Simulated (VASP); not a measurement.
# BP (F-43m) in VASP: further runs

Runs on BP. Level: LDA. Tasks: single point, relaxation of cell and atoms.

All numbers are computed with VASP 6.6.1; they aren't measurements. Logs are shortened: lines on timing, memory, paths and dates and some standing lists are left out, and cuts for length are marked.

### Step 1. The cell of the first run

It takes space group F-43m (No. 216, cubic). The conventional cell has a = 4.247 Å, b = 4.247 Å, c = 4.247 Å, α = 90.00°, β = 90.00°, γ = 90.00°. B (site symmetry -43m) has 4 P at 1.84 Å within 2.4 Å. Within 2.4 Å of P (site symmetry -43m) lie 4 B at 1.84 Å.

### Step 2. Single point, LDA

Input file INCAR:

```
SYSTEM = BP
PREC     = Accurate       ! precision mode
ENCUT    = 500            ! plane-wave cutoff, eV
EDIFF    = 1E-6           ! SCF threshold, eV
ISMEAR   = 0              ! smearing method
SIGMA    = 0.01           ! smearing width, eV
LREAL    = .FALSE.        ! projectors in reciprocal space
LASPH    = .TRUE.         ! aspherical terms in the spheres
NELM     = 120            ! most SCF steps
ALGO     = Normal         ! electronic algorithm
ISIF     = 2              ! what is computed and relaxed
LWAVE    = .FALSE.        ! write WAVECAR
LCHARG   = .TRUE.         ! write CHGCAR
LELF     = .TRUE.         ! ELF
LVHAR    = .TRUE.       
NBANDS   = 11             ! bands
GGA_COMPAT= .FALSE.
```

Input file KPOINTS:

```
Automatic mesh
0
G
  10 10 10
  0 0 0
```

Input file POSCAR:

```
BP
1.0
    0.0000000000      2.1236030702      2.1236030702
    2.1236030702      0.0000000000      2.1236030702
    2.1236030702      2.1236030702      0.0000000000
B P
1 1
Direct
    0.0000000000      0.0000000000      0.0000000000
    0.7500000000      0.7500000000      0.7500000000
```

Potentials or basis: VASP PAW LDA potentials, release 64 (B, P).

Run with:

```bash
> cat potpaw_LDA.64/B/POTCAR potpaw_LDA.64/P/POTCAR > POTCAR
> mpirun -np 1 vasp_std > vasp.out
```

OUTCAR:

```text
SYSTEM = BP
   PREC = Accurate
   ENCUT = 500
   EDIFF = 1E-6
   ISMEAR = 0
   LREAL = .FALSE.
   LASPH = .TRUE.
   NELM = 120
   ISIF = 2

 ion  position               nearest neighbor table
   1  0.000  0.000  0.000-   2 1.84   2 1.84   2 1.84   2 1.84
   2  0.750  0.750  0.750-   1 1.84   1 1.84   1 1.84   1 1.84

  LATTYP: Found a face centered cubic cell.
 ALAT       =     4.2472061404

  Lattice vectors:

 A1 = (   0.0000000000,   2.1236030702,   2.1236030702)
 A2 = (   2.1236030702,   0.0000000000,   2.1236030702)
 A3 = (   2.1236030702,   2.1236030702,   0.0000000000)

Analysis of symmetry for initial positions (statically):
=====================================================================
 Subroutine PRICEL returns:
 Original cell was already a primitive cell.

 Routine SETGRP: Setting up the symmetry group for a
 face centered cubic supercell.

 Subroutine GETGRP returns: Found 24 space group operations
 (whereof 24 operations were pure point group operations)
 out of a pool of 48 trial point group operations.

The static configuration has the point symmetry T_d .

Analysis of symmetry for dynamics (positions and initial velocities):
=====================================================================
 Subroutine PRICEL returns:
 Original cell was already a primitive cell.

 Routine SETGRP: Setting up the symmetry group for a
 face centered cubic supercell.

 Subroutine GETGRP returns: Found 24 space group operations
 (whereof 24 operations were pure point group operations)
 out of a pool of 48 trial point group operations.

The dynamic configuration has the point symmetry T_d .

 Subroutine INISYM returns: Found 24 space group operations
 (whereof 24 operations are pure point group operations),
 and found     1 'primitive' translations

----------------------------------------------------------------------------------------

                                     Primitive cell

  volume of cell :      19.1536

  direct lattice vectors                    reciprocal lattice vectors
     0.000000000  2.123603070  2.123603070    -0.235448897  0.235448897  0.235448897
     2.123603070  0.000000000  2.123603070     0.235448897 -0.235448897  0.235448897
     2.123603070  2.123603070  0.000000000     0.235448897  0.235448897 -0.235448897

  length of vectors
     3.003228263  3.003228263  3.003228263     0.407809452  0.407809452  0.407809452

  position of ions in fractional coordinates (direct lattice)
     0.000000000  0.000000000  0.000000000
     0.750000000  0.750000000  0.750000000

  ion indices of the primitive-cell ions
   primitive index   ion index
                 1           1
                 2           2

----------------------------------------------------------------------------------------

 KPOINTS: Automatic mesh

Automatic generation of k-mesh.
 Grid dimensions read from file:
 generate k-points for:   10   10   10

 Generating k-lattice:

  Cartesian coordinates                     Fractional coordinates (reciprocal lattice)
    -0.023544890  0.023544890  0.023544890     0.100000000  0.000000000  0.000000000
     0.023544890 -0.023544890  0.023544890     0.000000000  0.100000000  0.000000000
     0.023544890  0.023544890 -0.023544890     0.000000000  0.000000000  0.100000000

  Length of vectors
     0.040780945  0.040780945  0.040780945

  Shift w.r.t. Gamma in fractional coordinates (k-lattice)
     0.000000000  0.000000000  0.000000000

 Subroutine IBZKPT returns following result:
 ===========================================

 Found     47 irreducible k-points:

 Following reciprocal coordinates:
            Coordinates               Weight
  0.000000  0.000000  0.000000      1.000000
  0.100000  0.000000  0.000000      8.000000
  0.200000  0.000000  0.000000      8.000000
  0.300000  0.000000  0.000000      8.000000
  0.400000  0.000000  0.000000      8.000000
  0.500000  0.000000  0.000000      4.000000
[... 16 lines left out ...]
  0.300000  0.300000  0.000000      6.000000
  0.400000  0.300000  0.000000     24.000000
 [... further k-points ...]
   k-points           NKPTS =     47   k-points in BZ     NKDIM =     47   number of bands    NBANDS=     11
   number of dos      NEDOS =    301   number of ions     NIONS =      2
   total plane-waves  NPLWV =  13824
   dimension x,y,z NGX =    24 NGY =   24 NGZ =   24
   dimension x,y,z NGXF=    48 NGYF=   48 NGZF=   48
   ions per type =               1   1
   NGX,Y,Z   is equivalent  to a cutoff of  13.29, 13.29, 13.29 a.u.
   NGXF,Y,Z  is equivalent  to a cutoff of  26.57, 26.57, 26.57 a.u.
 SYSTEM =  BP
   PREC   = accura    normal or accurate (medium, high low for compatibility)
   ISTART =      0    job   : 0-new  1-cont  2-samecut
   ICHARG =      2    charge: 1-file 2-atom 10-const
   ISPIN  =      1    spin polarized calculation?
   LNONCOLLINEAR =      F non collinear calculations
   LSORBIT =      F    spin-orbit coupling
[... 57 lines left out ...]
      3       9.9321      2.00000
      4       9.9321      2.00000
      5      13.7176      0.00000
      6      13.7176      0.00000
      7      13.7176      0.00000
      8      20.4774      0.00000
      9      22.7573      0.00000
     10      22.7573      0.00000
     11      22.8037      0.00000

 k-point     2 :       0.1000    0.0000    0.0000
  band No.  band energies     occupation
      1      -7.0944      2.00000
      2       8.4942      2.00000
      3       9.5944      2.00000
      4       9.5944      2.00000
      5      14.1906      0.00000
      6      14.1906      0.00000
      7      14.3204      0.00000
      8      20.7072      0.00000
      9      21.9036      0.00000
     10      21.9036      0.00000
     11      23.4962      0.00000

 k-point     3 :       0.2000    0.0000    0.0000
  band No.  band energies     occupation
      1      -6.4687      2.00000
      2       5.8627      2.00000
      3       8.9644      2.00000
      4       8.9644      2.00000
      5      14.8445      0.00000
      6      14.9650      0.00000
      7      14.9650      0.00000
      8      21.0469      0.00000
      9      21.2054      0.00000
     10      21.2054      0.00000
     11      24.5312      0.00000

 k-point     4 :       0.3000    0.0000    0.0000
  band No.  band energies     occupation
      1      -5.4502      2.00000
      2       3.1607      2.00000
      3       8.4229      2.00000
      4       8.4229      2.00000
      5      14.9904      0.00000
      6      15.1543      0.00000
      7      15.1543      0.00000
      8      21.0001      0.00000
      9      22.0168      0.00000
     10      22.0168      0.00000
     11      25.2068      0.00000

 k-point     5 :       0.4000    0.0000    0.0000
  band No.  band energies     occupation
      1      -4.1267      2.00000
      2       0.7639      2.00000
      3       8.0849      2.00000
      4       8.0849      2.00000
      5      14.9066      0.00000
      6      14.9066      0.00000
      7      15.0025      0.00000
      8      20.7213      0.00000
      9      24.1111      0.00000
     10      24.1111      0.00000
     11      26.1597      0.00000
[... 211 lines left out ...]
 k-point    21 :      -0.3000    0.2000    0.0000
  band No.  band energies     occupation
      1      -3.8868      2.00000
      2       2.1005      2.00000
      3       4.5782      2.00000
      4       7.7468      2.00000
      5      13.9850      0.00000
      6      16.6478      0.00000
      7      17.9261      0.00000
      8      20.7885      0.00000
      9      20.7920      0.00000
     10      24.0343      0.00000
     11      28.7296      0.00000

 k-point    22 :      -0.2000    0.2000    0.0000
  band No.  band energies     occupation
      1      -5.1081      2.00000
      2       4.2445      2.00000
      3       5.0010      2.00000
      4       8.5586      2.00000
      5      14.8291      0.00000
      6      15.8133      0.00000
      7      17.2213      0.00000
      8      19.6337      0.00000
      9      19.6721      0.00000
     10      25.0420      0.00000
     11      28.3017      0.00000

 k-point    23 :       0.3000    0.3000    0.0000
  band No.  band energies     occupation
      1      -4.8234      2.00000
      2       4.9966      2.00000
      3       6.1468      2.00000
      4       6.1468      2.00000
      5      11.3096      0.00000
      6      13.6339      0.00000
      7      20.0834      0.00000
      8      20.0834      0.00000
      9      25.3549      0.00000
     10      25.6569      0.00000
     11      29.2148      0.00000

 k-point    24 :       0.4000    0.3000    0.0000
  band No.  band energies     occupation
      1      -3.8349      2.00000
      2       3.4292      2.00000
      3       5.1486      2.00000
      4       5.8095      2.00000
      5      11.5674      0.00000
      6      13.4290      0.00000
      7      20.6854      0.00000
      8      20.9161      0.00000
      9      26.2297      0.00000
     10      26.4662      0.00000
     11      30.0011      0.00000

 [... further k-points ...]

------------------------ aborting loop because EDIFF is reached ----------------------------------------

  FORCE on cell =-STRESS in cart. coord.  units (eV):
  Direction    XX          YY          ZZ          XY          YZ          ZX
  --------------------------------------------------------------------------------------
  -------------------------------------------------------------------------------------
  Total        4.7487440      4.7487440      4.7487440      0.0000000      0.0000000     -0.0000000
  in kB      397.2275007    397.2275007    397.2275007      0.0000000      0.0000000     -0.0000000
  external PRESSURE =     397.2275007 kB  Pullay stress =       0.0000000 kB

 VOLUME and BASIS-vectors are now :
 -----------------------------------------------------------------------------
  energy-cutoff  :      500.00
  volume of cell :       19.15
      direct lattice vectors                 reciprocal lattice vectors
     0.000000000  2.123603070  2.123603070    -0.235448897  0.235448897  0.235448897
     2.123603070  0.000000000  2.123603070     0.235448897 -0.235448897  0.235448897
     2.123603070  2.123603070  0.000000000     0.235448897  0.235448897 -0.235448897

 POSITION                                       TOTAL-FORCE (eV/Angst)
 -----------------------------------------------------------------------------------
      0.00000      0.00000      0.00000        -0.000000     -0.000000     -0.000000
      3.18540      3.18540      3.18540         0.000000      0.000000      0.000000
 -----------------------------------------------------------------------------------
    total drift:                                0.000000      0.000000      0.000000

  FREE ENERGIE OF THE ION-ELECTRON SYSTEM (eV)
  ---------------------------------------------------
  free  energy   TOTEN  =       -14.0198746335 eV

  energy  without entropy=      -14.0198746335  energy(sigma->0) =      -14.01987463
```

It took 17 s on 1 thread of Intel Xeon 8259CL, shared host; peak memory 0.1 GiB.

Results:

| Item | Value |
| --- | --- |
| Free energy | -14.0199 eV |
| Pressure | 39.7 GPa |
| Band gap on the k mesh | 0.91 eV (least direct gap 3.79 eV) |

Caveat: the cell stands under pressure. A k mesh can miss the band edges.

### Step 3. Single point, LDA

Input file INCAR:

```
SYSTEM = BP
  PREC = Accurate
  ENCUT = 500
  EDIFF = 1E-6
  ISMEAR = 0
  SIGMA = 0.01
  LREAL = .FALSE.
  LASPH = .TRUE.
  NELM = 120
  ALGO = Normal
  ISIF = 2
  LWAVE = .FALSE.
  LCHARG = .FALSE.
  NBANDS = 11
  GGA_COMPAT = .FALSE.
```

Input file KPOINTS:

```
Automatic mesh
0
G
  12 12 12
  0 0 0
```

POSCAR is that of step 2.

Potentials or basis: VASP PAW LDA potentials, release 64 (B, P).

Run with:

```bash
> cat potpaw_LDA.64/B/POTCAR potpaw_LDA.64/P/POTCAR > POTCAR
> mpirun -np 1 vasp_std > vasp.out
```

Run time: 26 s. Hardware: 1 thread of Intel Xeon 8259CL, shared host; peak memory 0.1 GiB.

Results (log left out):

- Free energy: -14.0202 eV
- Pressure: 39.7 GPa
- Band gap on the k mesh: 0.91 eV (least direct gap 3.79 eV)

Levels at points of the mesh, in eV from the valence-band top:
| k point | band 1 | band 2 | band 3 | band 4 | band 5 | band 6 | band 7 | band 8 | band 9 |
| --- | --- | --- | --- | --- | --- | --- | --- | --- | --- |
| (0.00, 0.00, 0.00) | -17.24 | 0.00 | 0.00 | 0.00 | 3.79 | 3.79 | 3.79 | 10.55 | 12.83 |
| (0.50, 0.00, 0.00) | -13.09 | -10.50 | -1.96 | -1.96 | 4.83 | 4.83 | 5.07 | 10.66 | 15.97 |
| (0.50, 0.50, 0.00) | -11.33 | -9.53 | -4.82 | -4.82 | 0.91 | 1.43 | 13.94 | 13.94 | 17.61 |

Caveat: the cell stands under pressure. A k mesh can miss the band edges.

### Step 4. Relaxation of cell and atoms, LDA, target pressure 40 GPa, at which the enthalpy is minimised

This run uses another cell than the first one, of 11.32 Å³/atom.

Input file INCAR:

```
SYSTEM = BP
ALGO = Normal ; EDIFF = 1E-7
EDIFFG = -0.001 ; ENCUT = 500
GGA_COMPAT = .False. ; IBRION = 2
ISIF = 3 ; ISMEAR = 0
LASPH = .True. ; LCHARG = .False.
LREAL = .False. ; LWAVE = .False.
NELM = 120 ; NELMIN = 4
NSW = 80 ; PREC = Accurate
PSTRESS = 400.0 ; SIGMA = 0.01
```

Input file KPOINTS:

```
k-points
0
Gamma
  10 10 10
  0 0 0
```

Input file POSCAR:

```
BP
1.0
    0.0000000000      2.2452319364      2.2452319364
    2.2452319364      0.0000000000      2.2452319364
    2.2452319364      2.2452319364      0.0000000000
B P
1 1
Direct
    0.0000000000      0.0000000000      0.0000000000
    0.7500000000      0.7500000000      0.7500000000
```

Run with:

```bash
> cat potpaw_LDA.64/B/POTCAR potpaw_LDA.64/P/POTCAR > POTCAR
> mpirun -np 1 vasp_std > vasp.out
```

Run time: 61 s. Hardware: 1 thread of Intel Xeon 8259CL, shared host; peak memory 0.1 GiB.

The run converged. Its results:

* Free energy: -14.0172 eV
* Relaxed volume: 9.57 Å³/atom
* Relaxed cell: a = 3.002 Å, b = 3.002 Å, c = 3.002 Å, α = 60.00°, β = 60.00°, γ = 60.00°
* Space group after relaxing (to 0.1 Å): F-43m (No. 216)
* Energy change on relaxing (the run minimises the enthalpy): +190.9 meV/atom
* Ionic steps: 7
* Pressure after relaxing: 40.0 GPa
* Band gap on the k mesh: 0.91 eV (least direct gap 3.79 eV)

The path:
```tsv
step	energy change (eV)	largest force (eV/Å)	pressure (GPa)	volume (Å³)
1	0.0000	0.0000	-0.10	22.64
2	3.0687	0.0000	171.37	14.57
3	0.3194	0.0000	35.82	19.40
4	0.3697	0.0000	39.20	19.19
5	0.3859	0.0000	40.26	19.12
6	0.3764	0.0000	39.64	19.16
7	0.3819	0.0000	40.00	19.14
```

Final structure:
```
CELL_PARAMETERS angstrom
0.00000 2.12296 2.12296
2.12296 0.00000 2.12296
2.12296 2.12296 0.00000
ATOMIC_POSITIONS crystal
B 0.00000 0.00000 0.00000
P 0.75000 0.75000 0.75000
```

Levels at points of the mesh, in eV from the valence-band top:
```
           k point  band 1  band 2  band 3  band 4  band 5  band 6  band 7  band 8
(0.00, 0.00, 0.00)  -17.25    0.00    0.00    0.00    3.79    3.79    3.79   10.56
(0.50, 0.00, 0.00)  -13.10  -10.51   -1.96   -1.96    4.83    4.83    5.07   10.66
(0.50, 0.50, 0.00)  -11.33   -9.53   -4.82   -4.82    0.91    1.43   13.95   13.95
```

Caveat: the cell is relaxed towards a set pressure, so the run minimises the enthalpy, not the energy; the volume moved by over 15 % at a fixed basis, so the end points are rough. LDA usually gives volumes a few per cent too small.

### Step 5. Relaxation of cell and atoms, LDA, target pressure 40 GPa, at which the enthalpy is minimised

Input file INCAR:

```
SYSTEM = BP
PREC = Accurate
ENCUT = 500
EDIFF = 1E-7
ISMEAR = 0
SIGMA = 0.01
LREAL = .False.
LASPH = .True.
NELM = 120
ALGO = Normal
ISIF = 3
LWAVE = .False.
LCHARG = .False.
IBRION = 2
NSW = 80
EDIFFG = -0.001
PSTRESS = 400.0
GGA_COMPAT = .False.
NELMIN = 4
```

Input file KPOINTS:

```
Automatic mesh
0
Gamma
  12 12 12
  0 0 0
```

Input file POSCAR:

```
BP
1.0
    0.0000000000      2.1236030702      2.1236030702
    2.1236030702      0.0000000000      2.1236030702
    2.1236030702      2.1236030702      0.0000000000
B P
1 1
Direct
    0.0000000000      0.0000000000      0.0000000000
    0.7500000000      0.7500000000      0.7500000000
```

Run with:

```bash
> cat potpaw_LDA.64/B/POTCAR potpaw_LDA.64/P/POTCAR > POTCAR
> mpirun -np 1 vasp_std > vasp.out
```

It took 39 s on 1 thread of Intel Xeon 8259CL, shared host; peak memory 0.1 GiB.

The run converged. Its results:

```yaml
Free_energy: -14.0160 eV
Relaxed_volume: 9.57 Å³/atom
Relaxed_cell: a = 3.002 Å, b = 3.002 Å, c = 3.002 Å, α = 60.00°, β = 60.00°, γ = 60.00°
Space_group_after_relaxing_to_0.1_Å: F-43m (No. 216)
Energy_change_on_relaxing_the_run_minimises_the_enthalpy: +2.1 meV/atom
Ionic_steps: 3
Pressure_after_relaxing: 40.0 GPa
Band_gap_on_the_k_mesh: 0.91 eV (least direct gap 3.79 eV)
```

Step by step:
| step | energy change (eV) | largest force (eV/Å) | pressure (GPa) | volume (Å³) |
| --- | --- | --- | --- | --- |
| 1 | 0.0000 | 0.0000 | 39.72 | 19.15 |
| 2 | 0.0116 | 0.0000 | 40.48 | 19.11 |
| 3 | 0.0043 | 0.0000 | 40.00 | 19.14 |

Final structure:
```cif
data_structure
_symmetry_space_group_name_H-M 'P 1'
_symmetry_Int_Tables_number 1
_cell_length_a 3.0023
_cell_length_b 3.0023
_cell_length_c 3.0023
_cell_angle_alpha 60.000
_cell_angle_beta 60.000
_cell_angle_gamma 60.000
_cell_volume 19.14
loop_
_atom_site_label
_atom_site_type_symbol
_atom_site_fract_x
_atom_site_fract_y
_atom_site_fract_z
_atom_site_occupancy
B1 B 0.00000 0.00000 0.00000 1
P1 P 0.75000 0.75000 0.75000 1
```

Levels at points of the mesh, in eV from the valence-band top:
```
           k point  band 1  band 2  band 3  band 4  band 5  band 6  band 7  band 8
(0.00, 0.00, 0.00)  -17.25    0.00    0.00    0.00    3.79    3.79    3.79   10.56
(0.50, 0.00, 0.00)  -13.10  -10.51   -1.96   -1.96    4.83    4.83    5.07   10.66
(0.50, 0.50, 0.00)  -11.33   -9.53   -4.82   -4.82    0.91    1.43   13.95   13.95
```

Caveat: the cell is relaxed towards a set pressure, so the run minimises the enthalpy, not the energy. A k mesh can miss the band edges.

### Step 6. Summary

| task | cell | k mesh | gap on the mesh (eV) | pressure (GPa) |
| --- | --- | --- | --- | --- |
| single point | a = 3.003 Å, angles 60.0°, 2 atoms | 10 × 10 × 10 | 0.91 | 39.7 |
| single point | a = 3.003 Å, angles 60.0°, 2 atoms | 12 × 12 × 12 | 0.91 | 39.7 |
| relaxation of cell and atoms | relaxed to 40 GPa from a = 3.175 Å, angles 60.0°, 2 atoms | 10 × 10 × 10 | 0.91 | 40.0 |
| relaxation of cell and atoms | relaxed to 40 GPa from a = 3.003 Å, angles 60.0°, 2 atoms | 12 × 12 × 12 | 0.91 | 40.0 |

Alike in all rows: level LDA; potentials or basis VASP PAW LDA potentials, release 64 (B, P); no spin polarisation; cutoff (eV) 500; smearing gaussian 0.01 eV.

Caveats: the cell stands under pressure (at least some runs); the cell is relaxed towards a set pressure, so the run minimises the enthalpy, not the energy (at least some runs); the volume moved by over 15 % at a fixed basis, so the end points are rough (at least some runs).

Absolute energies hang on the potentials; compare differences alone.
